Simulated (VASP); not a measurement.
Input of a VASP 6.6.1 run:

The input INCAR:

```
PREC = Accurate
ENCUT = 500
EDIFF = 1E-6
ISMEAR = 0
SIGMA = 0.15
LREAL = False
LASPH = True
NELM = 120
ALGO = Normal
ISIF = 2
LWAVE = False
LCHARG = False
GGA = PE
NBANDS = 18
GGA_COMPAT = False
```

Contents of KPOINTS:

```
regular mesh
0
Gamma
  18 18 18
```

POSCAR

```
TiAl3
1.0
   -1.9226734293      1.9226734293      4.1389486043
    1.9226734293     -1.9226734293      4.1389486043
    1.9226734293      1.9226734293     -4.1389486043
Ti Al
1 3
Direct
    0.0000000000      0.0000000000      0.0000000000
    0.5000000000      0.5000000000      0.0000000000
    0.7500000000      0.2500000000      0.5000000000
    0.2500000000      0.7500000000      0.5000000000
```

Potentials or basis: VASP PAW PBE potentials, release 64 (Ti_sv, Al).

Run with:

```console
$ cat potpaw_PBE.64/Ti_sv/POTCAR potpaw_PBE.64/Al/POTCAR > POTCAR
$ mpirun -np 1 vasp_std > vasp.out
```

Task: Predict the band gap on the k mesh.

Result: Zero (an odd number of electrons rules out a gap without spin polarisation).

Task: Estimate the pressure.

Result: 4.6 GPa.

Stress tensor (GPa, compression positive):
```
2.14 0.00 0.00
0.00 2.14 0.00
0.00 0.00 9.39
```

Caveat: the cell differs from its parent crystal (strain +0.000 along x and y, -0.040 along z); the stress differs along the axes, from 2 to 9 GPa.
